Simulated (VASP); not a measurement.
# Be (Fd-3m) in VASP: notebook

The runs below take Be through single point, with LDA.

Program: VASP 6.6.1. These are calculated values, not measurements. Logs are shortened: lines on timing, memory, paths and dates and some standing lists are left out, and cuts for length are marked.

## (1) The cell of the first run

The structure is cubic, space group Fd-3m (No. 227). Conventional cell: a = 4.179 Å, b = 4.179 Å, c = 4.179 Å, α = 90.00°, β = 90.00°, γ = 90.00°. Be (site symmetry -43m) has 4 Be at 1.81 Å within 2.4 Å.

## (2) Single point, LDA (volume scaled by 0.65)

INCAR

```
SYSTEM = Be
PREC = Accurate ; ENCUT = 520
EDIFF = 1E-6 ; ISMEAR = -1
SIGMA = 0.08 ; LREAL = .False.
LASPH = .True. ; NELM = 100
ALGO = Normal ; ISIF = 2
LWAVE = .False. ; LCHARG = .False.
NBANDS = 9
```

KPOINTS

```
Automatic mesh
0
Gamma
  15 15 15
  0 0 0
```

POSCAR

```
Be
1.0
    0.0000000000      2.0895588942      2.0895588942
    2.0895588942      0.0000000000      2.0895588942
    2.0895588942      2.0895588942      0.0000000000
Be
2
Direct
   -0.1250000000     -0.1250000000     -0.1250000000
    0.1250000000      0.1250000000      0.1250000000
```

Potentials or basis: VASP PAW LDA potentials, release 64 (Be).

The run is started by

```sh
$ cat potpaw_LDA.64/Be/POTCAR > POTCAR
$ mpirun -np 1 vasp_std > vasp.out
```

OUTCAR:

```text
SYSTEM = Be
   PREC = Accurate
   ENCUT = 520
   EDIFF = 1E-6
   ISMEAR = -1
   LREAL = .False.
   LASPH = .True.
   NELM = 100
   ISIF = 2

 ion  position               nearest neighbor table
   1  0.875  0.875  0.875-   2 1.81   2 1.81   2 1.81   2 1.81
   2  0.125  0.125  0.125-   1 1.81   1 1.81   1 1.81   1 1.81

  LATTYP: Found a face centered cubic cell.
 ALAT       =     4.1791177884

  Lattice vectors:

 A1 = (   0.0000000000,   2.0895588942,   2.0895588942)
 A2 = (   2.0895588942,   0.0000000000,   2.0895588942)
 A3 = (   2.0895588942,   2.0895588942,   0.0000000000)

Analysis of symmetry for initial positions (statically):
=====================================================================
 Subroutine PRICEL returns:
 Original cell was already a primitive cell.

 Routine SETGRP: Setting up the symmetry group for a
 face centered cubic supercell.

 Subroutine GETGRP returns: Found 48 space group operations
 (whereof 12 operations were pure point group operations)
 out of a pool of 48 trial point group operations.

The static configuration has the point symmetry D_3d.
 The point group associated with its full space group is O_h .

Analysis of symmetry for dynamics (positions and initial velocities):
=====================================================================
 Subroutine PRICEL returns:
 Original cell was already a primitive cell.

 Routine SETGRP: Setting up the symmetry group for a
 face centered cubic supercell.

 Subroutine GETGRP returns: Found 48 space group operations
 (whereof 12 operations were pure point group operations)
 out of a pool of 48 trial point group operations.

The dynamic configuration has the point symmetry D_3d.
 The point group associated with its full space group is O_h .

 Subroutine INISYM returns: Found 48 space group operations
 (whereof 12 operations are pure point group operations),
 and found     1 'primitive' translations

----------------------------------------------------------------------------------------

                                     Primitive cell

  volume of cell :      18.2471

  direct lattice vectors                    reciprocal lattice vectors
     0.000000000  2.089558894  2.089558894    -0.239284952  0.239284952  0.239284952
     2.089558894  0.000000000  2.089558894     0.239284952 -0.239284952  0.239284952
     2.089558894  2.089558894  0.000000000     0.239284952  0.239284952 -0.239284952

  length of vectors
     2.955082528  2.955082528  2.955082528     0.414453695  0.414453695  0.414453695

  position of ions in fractional coordinates (direct lattice)
     0.875000000  0.875000000  0.875000000
     0.125000000  0.125000000  0.125000000

  ion indices of the primitive-cell ions
   primitive index   ion index
                 1           1
                 2           2

----------------------------------------------------------------------------------------

 KPOINTS: Automatic mesh

Automatic generation of k-mesh.
 Grid dimensions read from file:
 generate k-points for:   15   15   15

 Generating k-lattice:

  Cartesian coordinates                     Fractional coordinates (reciprocal lattice)
    -0.015952330  0.015952330  0.015952330     0.066666667  0.000000000  0.000000000
     0.015952330 -0.015952330  0.015952330     0.000000000  0.066666667  0.000000000
     0.015952330  0.015952330 -0.015952330     0.000000000  0.000000000  0.066666667

  Length of vectors
     0.027630246  0.027630246  0.027630246

  Shift w.r.t. Gamma in fractional coordinates (k-lattice)
     0.000000000  0.000000000  0.000000000

 Subroutine IBZKPT returns following result:
 ===========================================

 Found    120 irreducible k-points:

 Following reciprocal coordinates:
            Coordinates               Weight
  0.000000  0.000000  0.000000      1.000000
  0.066667  0.000000  0.000000      8.000000
  0.133333  0.000000  0.000000      8.000000
  0.200000  0.000000  0.000000      8.000000
  0.266667  0.000000  0.000000      8.000000
  0.333333  0.000000  0.000000      8.000000
[... 16 lines left out ...]
  0.133333  0.133333  0.000000      6.000000
  0.200000  0.133333  0.000000     24.000000
 [... further k-points ...]
   k-points           NKPTS =    120   k-points in BZ     NKDIM =    120   number of bands    NBANDS=      9
   number of dos      NEDOS =    301   number of ions     NIONS =      2
   total plane-waves  NPLWV =  13824
   dimension x,y,z NGX =    24 NGY =   24 NGZ =   24
   dimension x,y,z NGXF=    48 NGYF=   48 NGZF=   48
   ions per type =               2
   NGX,Y,Z   is equivalent  to a cutoff of  13.50, 13.50, 13.50 a.u.
   NGXF,Y,Z  is equivalent  to a cutoff of  27.00, 27.00, 27.00 a.u.
 SYSTEM =  Be
   PREC   = accura    normal or accurate (medium, high low for compatibility)
   ISTART =      0    job   : 0-new  1-cont  2-samecut
   ICHARG =      2    charge: 1-file 2-atom 10-const
   ISPIN  =      1    spin polarized calculation?
   LNONCOLLINEAR =      F non collinear calculations
   LSORBIT =      F    spin-orbit coupling
   LASPH  =      T    aspherical Exc in radial PAW
   ENCUT  =  520.0 eV  38.22 Ry    6.18 a.u.   5.49  5.49  5.49*2*pi/ulx,y,z
   NELM   =    100;   NELMIN=  2; NELMDL= -5     # of ELM steps
   EDIFF  = 0.1E-05   stopping-criterion for ELM
   LREAL  =      F    real-space projection
   EDIFFG = 0.1E-04   stopping-criterion for IOM
   NSW    =      0    number of steps for IOM
   IBRION =     -1    ionic relax: 0-MD 1-quasi-New 2-CG
   NFREE  =      0    steps in history (QN), initial steepest desc. (CG)
   ISIF   =      2    stress and relaxation
   ISYM   =      2    0-nonsym 1-usesym 2-fastsym
   POTIM  = 0.5000    time-step for ionic-motion
   TEBEG  =    0.0;   TEEND  =   0.0 temperature during run
   PSTRESS=    0.0 pullay stress
   NELECT =       4.0000    total number of electrons
   NUPDOWN=      -1.0000    fix difference up-down
   EMIN   =  10.00;   EMAX   =-10.00  energy-range for DOS
   EFERMI =   0.00;   METHOD = LEGACY
   ISMEAR =    -1;   SIGMA  =   0.08  broadening in eV -4-tet -1-fermi 0-gaus
   EFERMI_NEDOS =   21; number of points for ismear=-14 and -15
   IALGO  =     38    algorithm
   IMIX   =      4    mixing-type and parameters
     AMIX     =   0.40;   BMIX     =  1.00
     AMIX_MAG =   1.60;   BMIX_MAG =  1.00
  volume/ion in A,a.u.               =       9.12        61.57
  Fermi-wavevector in a.u.,A,eV,Ry     =   0.987105  1.865359 13.257206  0.974377
  Thomas-Fermi vector in A             =   2.118535
   LORBIT       =      0    0 simple, 1 ext, 2 COOP (PROOUT), +10 PAW based schemes
   GGA     = CA    functional components
   LHFCALC =     F    Hartree Fock is set to
   AEXX    =    0.0000 exact exchange contribution
   IVDW    =     0    specifies the selected vdW correction
   LEPSILON=     F    determine dielectric tensor
   LRPA    =     F    only Hartree local field effects (RPA)
 non-spin polarized calculation
  energy-cutoff  :      520.00
  volume of cell :       18.25
 maximum number of plane-waves:       531
 NGX is ok and might be reduce to    24
   NGX = 11   NGY = 11   NGZ = 11

 number of electron       4.0000000 magnetization

 Free energy of the ion-electron system (eV)
  ---------------------------------------------------
  ext. energy  EPLUGINS =         0.00000000
  ---------------------------------------------------
  free energy    TOTEN  =        -3.99572954 eV

  energy without entropy =       -3.97926164  energy(sigma->0) =       -3.98749559

 E-fermi :   4.5974     XC(G=0): -10.0538

 val. band max:        4.5944582089   @ k =  -0.3333   0.4667   0.1333
 cond. band min:       4.6159619550   @ k =   0.4667   0.3333   0.0667
 fundamental gap:      0.0215037461
 Fermi energy:         4.5974363968

 k-point     1 :       0.0000    0.0000    0.0000
  band No.  band energies     occupation
      1      -4.7310      2.00000
      2      11.1105      0.00000
      3      11.1105      0.00000
      4      11.1105      0.00000
      5      14.1748      0.00000
      6      14.1748      0.00000
      7      14.1748      0.00000
      8      25.0989      0.00000
      9      25.2237      0.00000

 k-point     2 :       0.0667    0.0000    0.0000
  band No.  band energies     occupation
      1      -4.6474      2.00000
      2      10.2600      0.00000
      3      10.8602      0.00000
      4      10.8602      0.00000
      5      14.4962      0.00000
      6      14.4962      0.00000
      7      14.9335      0.00000
      8      24.0779      0.00000
      9      24.5785      0.00000

 k-point     3 :       0.1333    0.0000    0.0000
  band No.  band energies     occupation
      1      -4.3972      2.00000
      2       8.6691      0.00000
      3      10.3344      0.00000
      4      10.3344      0.00000
      5      15.1747      0.00000
      6      15.1747      0.00000
      7      16.2485      0.00000
      8      22.8343      0.00000
      9      23.3625      0.00000

 k-point     4 :       0.2000    0.0000    0.0000
  band No.  band energies     occupation
      1      -3.9817      2.00000
      2       6.9515      0.00000
      3       9.7890      0.00000
      4       9.7890      0.00000
      5      15.7695      0.00000
      6      15.7695      0.00000
      7      17.5074      0.00000
      8      21.8197      0.00000
      9      22.8429      0.00000
[... 205 lines left out ...]
 k-point    22 :      -0.0667    0.0667    0.0000
  band No.  band energies     occupation
      1      -4.5082      2.00000
      2       9.6626      0.00000
      3       9.7510      0.00000
      4      10.9673      0.00000
      5      14.4571      0.00000
      6      15.4791      0.00000
      7      15.6435      0.00000
      8      22.6925      0.00000
      9      23.0490      0.00000

 k-point    23 :       0.1333    0.1333    0.0000
  band No.  band energies     occupation
      1      -4.2839      2.00000
      2       9.0536      0.00000
      3       9.0536      0.00000
      4      10.3788      0.00000
      5      14.0326      0.00000
      6      16.8122      0.00000
      7      16.8122      0.00000
      8      19.4227      0.00000
      9      25.8147      0.00000

 k-point    24 :       0.2000    0.1333    0.0000
  band No.  band energies     occupation
      1      -3.9765      2.00000
      2       7.9571      0.00000
      3       8.4599      0.00000
      4      10.0276      0.00000
      5      14.2112      0.00000
      6      17.6567      0.00000
      7      17.6596      0.00000
      8      18.4674      0.00000
      9      25.8503      0.00000

 [... further k-points ...]
[... 5 lines left out ...]
  --------------------------------------------------------------------------------------
  -------------------------------------------------------------------------------------
  Total        4.8277057      4.8277057      4.8277057     -0.0000000     -0.0000000      0.0000000
  in kB      423.8942526    423.8942526    423.8942526     -0.0000000     -0.0000000      0.0000000
  external PRESSURE =     423.8942526 kB  Pullay stress =       0.0000000 kB

 VOLUME and BASIS-vectors are now :
 -----------------------------------------------------------------------------
  energy-cutoff  :      520.00
  volume of cell :       18.25
      direct lattice vectors                 reciprocal lattice vectors
     0.000000000  2.089558894  2.089558894    -0.239284952  0.239284952  0.239284952
     2.089558894  0.000000000  2.089558894     0.239284952 -0.239284952  0.239284952
     2.089558894  2.089558894  0.000000000     0.239284952  0.239284952 -0.239284952

 POSITION                                       TOTAL-FORCE (eV/Angst)
 -----------------------------------------------------------------------------------
      3.65673      3.65673      3.65673        -0.000000     -0.000000     -0.000000
      0.52239      0.52239      0.52239         0.000000      0.000000      0.000000
 -----------------------------------------------------------------------------------
    total drift:                                0.000000      0.000000     -0.000000

  FREE ENERGIE OF THE ION-ELECTRON SYSTEM (eV)
  ---------------------------------------------------
  free  energy   TOTEN  =        -3.9957295391 eV

  energy  without entropy=       -3.9792616402  energy(sigma->0) =       -3.98749559
```

Wall time 4.7 s (1 thread of Intel Xeon 6975P-C (Granite Rapids), shared host); peak memory 0.12 GiB.

What came out:

| Property | Result |
| --- | --- |
| Free energy | -3.9957 eV |
| Pressure | 42.4 GPa |
| Band gap on the k mesh | zero (band 2 reaches 11.11 eV, above the bottom of band 3 at 2.80 eV) |

Levels at points of the mesh, in eV from the Fermi level:
| k point | band 1 | band 2 | band 3 | band 4 | band 5 |
| --- | --- | --- | --- | --- | --- |
| (0.00, 0.00, 0.00) | -9.33 | 6.51 | 6.51 | 6.51 | 9.58 |

## (3) Single point, LDA (volume scaled by 0.65)

INCAR

```
PREC = Accurate
ENCUT = 520
EDIFF = 1E-6
ISMEAR = -1
SIGMA = 0.08
LREAL = F
LASPH = T
NELM = 80
ALGO = Normal
ISIF = 2
LWAVE = F
LCHARG = F
NBANDS = 9
```

KPOINTS

```
regular mesh
0
Gamma
  15 15 15
```

POSCAR is that of step 2.

Potentials or basis: VASP PAW LDA potentials, release 64 (Be).

The run is started by

```sh
$ cat potpaw_LDA.64/Be/POTCAR > POTCAR
$ mpirun -np 1 vasp_std > vasp.out
```

It took 4.7 s on 1 thread of Intel Xeon 6975P-C (Granite Rapids), shared host; peak memory 0.13 GiB.

It converged, with:

```
Free energy            : -3.9957 eV
Pressure               : 42.4 GPa
Band gap on the k mesh : zero (band 2 reaches 11.11 eV, above the bottom of band 3 at 2.80 eV)
```

Levels at points of the mesh, in eV from the Fermi level:
| k point | band 1 | band 2 | band 3 | band 4 | band 5 | band 6 |
| --- | --- | --- | --- | --- | --- | --- |
| (0.00, 0.00, 0.00) | -9.33 | 6.51 | 6.51 | 6.51 | 9.58 | 9.58 |

## (4) Single point, LDA (volume scaled by 0.85)

INCAR

```
SYSTEM = Be
PREC = Accurate
ENCUT = 520
EDIFF = 1E-6
ISMEAR = -1
SIGMA = 0.08
LREAL = .FALSE.
LASPH = .TRUE.
NELM = 80
ALGO = Normal
ISIF = 2
LWAVE = .FALSE.
LCHARG = .TRUE.
LELF = .TRUE.
LVHAR = .TRUE.
NBANDS = 9
```

KPOINTS

```
regular mesh
0
G
  15 15 15
  0 0 0
```

POSCAR

```
Be
1.0
    0.0000000000      2.2850189491      2.2850189491
    2.2850189491      0.0000000000      2.2850189491
    2.2850189491      2.2850189491      0.0000000000
Be
2
Direct
   -0.1250000000     -0.1250000000     -0.1250000000
    0.1250000000      0.1250000000      0.1250000000
```

The run is started by

```sh
$ cat potpaw_LDA.64/Be/POTCAR > POTCAR
$ mpirun -np 1 vasp_std > vasp.out
```

It took 5.3 s on 1 thread of Intel Xeon 6975P-C (Granite Rapids), shared host; peak memory 0.13 GiB.

The run converged. Its results:

```yaml
Free_energy: -4.8278 eV
Pressure: 10.4 GPa
Band_gap_on_the_k_mesh: zero (band 2 reaches 8.18 eV, above the bottom of band 3 at 0.95 eV)
```

Levels at points of the mesh, in eV from the Fermi level:
| k point | band 1 | band 2 | band 3 | band 4 | band 5 |
| --- | --- | --- | --- | --- | --- |
| (0.00, 0.00, 0.00) | -8.07 | 5.42 | 5.42 | 5.42 | 8.19 |
